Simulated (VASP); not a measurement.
## ZrS: single point with PBEsol

ZrS:

```
CELL_PARAMETERS angstrom
0.00000 2.62351 2.62351
2.62351 0.00000 2.62351
2.62351 2.62351 0.00000
ATOMIC_POSITIONS crystal
Zr 0.89500 0.89500 0.10500
S 0.60500 0.60500 0.39500
```

This cell differs from its parent crystal: shortest bond scaled by 0.58.

```json
{
 "Program": "VASP 6.6.1",
 "Task": "single point",
 "Functional": "PBEsol",
 "Potentials or basis": "VASP PAW PBE potentials, release 64 (Zr_sv, S)",
 "Cutoff": "520 eV",
 "k mesh": "10 × 10 × 10",
 "Occupations": "fermi-dirac, width 0.05 eV",
 "Spin": "no spin polarisation"
}
```

```
Pressure               : 130.2 GPa
Largest force          : 60.473 eV/Å
Band gap on the k mesh : zero (band 9 reaches 11.20 eV, above the bottom of band 10 at 8.55 eV)
```

Forces on the atoms (eV/Å):
```
Zr    0.000   0.000  60.473
S     0.000   0.000 -60.473
```

Stress tensor (GPa, compression positive):
```
 -7.90   0.00   0.00
  0.00  -7.90   0.00
  0.00   0.00 406.27
```

Levels at points of the mesh, in eV from the Fermi level:
| k point | band 6 | band 7 | band 8 | band 9 | band 10 | band 11 | band 12 | band 13 |
| --- | --- | --- | --- | --- | --- | --- | --- | --- |
| (0.00, 0.00, 0.00) | -6.72 | -6.72 | -2.85 | 0.47 | 0.71 | 1.06 | 4.07 | 4.07 |
| (0.50, 0.00, 0.00) | -7.44 | -6.09 | -3.03 | -0.54 | 1.02 | 1.79 | 2.99 | 3.49 |
| (0.50, 0.50, 0.00) | -4.75 | -4.75 | -3.11 | -2.57 | -0.72 | 1.34 | 1.34 | 2.90 |
| (0.00, 0.50, 0.50) | -8.00 | -5.76 | -1.69 | -0.01 | 0.37 | 2.74 | 3.17 | 3.18 |

Run time: 22 s on 1 thread of Intel(R) Xeon(R) 6975P-C (Granite Rapids), with other jobs on the host, peak memory 0.19 GiB.

Caveat: the cell differs from its parent crystal (shortest bond scaled by 0.58); the PAW data sets were made with another functional, which shifts forces and pressure a little.
